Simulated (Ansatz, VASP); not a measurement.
Al2Cu in VASP and in Ansatz

```
CELL_PARAMETERS angstrom
-2.04797 2.04797 2.95877
2.04797 -2.04797 2.95877
1.99359 1.99359 -2.95877
ATOMIC_POSITIONS crystal
Al 0.75000 0.25000 0.50000
Al 0.25000 0.75000 0.50000
Cu 0.50000 0.50000 0.00000
```

Change from the starting cell: strain +e along x and -e along y -0.0133, strain +e along z and -e/2 along x and y +0.0233.

Alike in both runs: task single point; functional PBE; k mesh 14 × 14 × 14; occupations gaussian, width 0.15 eV; no spin polarisation.

|  | VASP | Ansatz |
| --- | --- | --- |
| version | VASP 6.6.1 | Ansatz 0.2.0 |
| potentials or method | VASP PAW PBE potentials, release 64 (Al, Cu), cutoff 520 eV | scalar-relativistic, plane waves, PAW |
| valence electrons in the cell | 17 | 25 |

|  | VASP | Ansatz | Ansatz less VASP |
| --- | --- | --- | --- |
| gap on the k mesh at the Fermi level (eV) | none | none | - |
| pressure (GPa) | 0.4 | 0.2 | -0.19 |
| traceless stress, the component that is largest in VASP (GPa) | -2.01 | -2.03 | -0.025 |

A gap of «none» marks a metal or a gap that the smearing closes. The functional is the same, so the differences come from potentials, cutoffs and numerics. VASP's potentials hold 17 valence electrons a cell and Ansatz's 25, so a difference there can come from the potentials and not from the codes.
